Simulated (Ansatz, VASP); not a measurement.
**MgO: VASP beside Ansatz**

```
Mg O
1.0
     3.16771    0.00000    0.00000
    -1.58385    2.74332    0.00000
     0.00000    0.00000   12.17857
Mg O
4 4
Direct
  0.33333 0.66667 0.96949
  0.00000 0.00000 0.22082
  0.00000 0.00000 0.72082
  0.66667 0.33333 0.46949
  0.33333 0.66667 0.78004
  0.00000 0.00000 0.52964
  0.00000 0.00000 0.02964
  0.66667 0.33333 0.28004
```

Alike in both runs: task single point; functional PBE; k mesh 9 × 9 × 4; occupations gaussian, width 0.05 eV; no spin polarisation.

|  | VASP | Ansatz |
| --- | --- | --- |
| version | VASP 6.6.1 | Ansatz 0.2.0 |
| potentials or method | VASP PAW PBE potentials, release 64 (Mg, O), cutoff 520 eV | scalar-relativistic, plane waves, PAW |
| valence electrons in the cell | 32 | 64 |

|  | VASP | Ansatz | Ansatz less VASP |
| --- | --- | --- | --- |
| gap on the k mesh at the Fermi level (eV) | 2.66 | 2.69 | +0.027 |
| least direct gap on the mesh (eV) | 2.66 | 2.69 | +0.027 |
| pressure (GPa) | -3.7 | -3.3 | +0.38 |
| traceless stress, the component that is largest in VASP (GPa) | -18.36 | -18.12 | +0.244 |
| rms of the force components (eV/Å) | 0.157 | 0.156 | -0.0011 |

Atom by atom the forces differ by 0.001 eV/Å (rms over components). VASP's potentials hold 32 valence electrons a cell and Ansatz's 64, so a difference there can come from the potentials and not from the codes.
